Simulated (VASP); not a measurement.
Here is a VASP 6.6.1 calculation.

Contents of INCAR:

```
ALGO = Normal
EDIFF = 1E-7
ENCUT = 520
GGA = PS
ISIF = 2
ISMEAR = 0
LASPH = True
LCHARG = True
LELF = True
LREAL = False
LVHAR = True
LWAVE = False
NBANDS = 23
NELM = 60
PREC = Accurate
SIGMA = 0.15
```

KPOINTS

```
k-points
0
Gamma
  14 14 10
```

File POSCAR:

```
HfN
1.0
    0.0000000000     -2.2508000098     -2.2508000098
    0.0000000000      2.2508000098     -2.2508000098
    4.5016000196      0.0000000000      0.0000000000
Hf N
2 2
Direct
    0.5040941780      0.4959058220      0.5000000000
   -0.0040941780      0.0040941780      0.0000000000
    0.4825339328      0.5174660672      0.0000000000
    0.0174660672     -0.0174660672      0.5000000000
```

Potentials or basis: VASP PAW PBE potentials, release 64 (Hf_pv, N).

Launch:

```sh
$ cat potpaw_PBE.64/Hf_pv/POTCAR potpaw_PBE.64/N/POTCAR > POTCAR
$ mpirun -np 1 vasp_std > vasp.out
```

Task: What does it give for the largest force?

Result: 0.921 eV/Å.

Task: What does it give for the pressure?

Result: -1.7 GPa.

Stress tensor (GPa, compression positive):
```
-2.28  0.00  0.00
 0.00 -0.57  0.00
 0.00  0.00 -2.16
```

Caveat: the cell differs from its parent crystal (mode 4 frozen in at -0.021 Å and mode 11 at +0.067 Å (largest displacements)); the PAW data sets were made with another functional, which shifts forces and pressure a little.
